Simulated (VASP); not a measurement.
Set up this calculation in VASP 6.6.1, as the native input.

* Task: relaxation of cell and atoms
* Functional: r2SCAN
* Potentials or basis: VASP PAW PBE potentials, release 64 (Sn_d)
* Cutoff: 600 eV
* k mesh: 6 × 6 × 6
* Occupations: gaussian, width 0.1 eV
* Spin: no spin polarisation
* Dipole correction: no
* Further INCAR settings: ALGO = Normal; EDIFF = 1e-07; IBRION = 2; EDIFFG = -0.04; NSW = 90; ISIF = 3

Sn:

```
Sn
1.0
     3.54434    0.00000    0.00000
    -1.77217    3.06949    0.00000
     0.00000    0.00000    3.31174
Sn
1
Cartesian
  0.0000 0.0000 0.0000
```

One way to write it, as run:

POSCAR

```
Sn
1.0
    3.5443363559      0.0000000000      0.0000000000
   -1.7721681779      3.0694853237      0.0000000000
    0.0000000000      0.0000000000      3.3117392825
Sn
1
Direct
    0.0000000000      0.0000000000      0.0000000000
```

INCAR.step1

```
SYSTEM = Sn
PREC = Accurate ; ENCUT = 600
ISMEAR = 0 ; SIGMA = 0.1
LREAL = .False. ; LASPH = .True.
NELM = 100 ; GGA = PE
ALGO = Normal ; EDIFF = 1E-4
LWAVE = .True. ; LCHARG = .False.
```

INCAR.step2

```
SYSTEM = Sn
PREC = Accurate ; ENCUT = 600
EDIFF = 1E-7 ; ISMEAR = 0
SIGMA = 0.1 ; LREAL = .False.
LASPH = .True. ; NELM = 100
ALGO = Normal ; ISIF = 3
LWAVE = .False. ; LCHARG = .False.
METAGGA = R2SCAN ; LMIXTAU = .True.
IBRION = 2 ; NSW = 90
EDIFFG = -0.04 ; ISTART = 1
```

KPOINTS

```
Automatic mesh
0
Gamma
  6 6 6
  0 0 0
```

Potentials or basis: VASP PAW PBE potentials, release 64 (Sn_d).

The run is started by

```sh
$ cat potpaw_PBE.64/Sn_d/POTCAR > POTCAR
$ cp INCAR.step1 INCAR
$ mpirun -np 1 vasp_std > vasp.out
$ cp INCAR.step2 INCAR
$ mpirun -np 1 vasp_std > vasp.out
```

Results of the run:

- Relaxed volume: 27.89 Å³/atom
- Relaxed cell: a = 3.203 Å, b = 3.203 Å, c = 3.139 Å, α = 90.00°, β = 90.00°, γ = 120.00°
- Space group after relaxing (to 0.05 Å): P6/mmm (No. 191)
- Energy gained by relaxing: 272.8 meV/atom
- Ionic steps: 7
- Pressure after relaxing: 0.1 GPa
- Band gap on the k mesh: zero (band 7 reaches 12.28 eV, above the bottom of band 8 at 4.82 eV)

Caveat: the volume moved by over 15 % at a fixed basis, so the end points are rough; the PAW data sets were made with another functional, which shifts forces and pressure a little; spin-orbit coupling is left out, which moves the levels of the heavy elements.

Run time: 2.1 min on 1 thread of Intel(R) Xeon(R) 6975P-C (Granite Rapids), with other jobs on the host, peak memory 0.17 GiB.
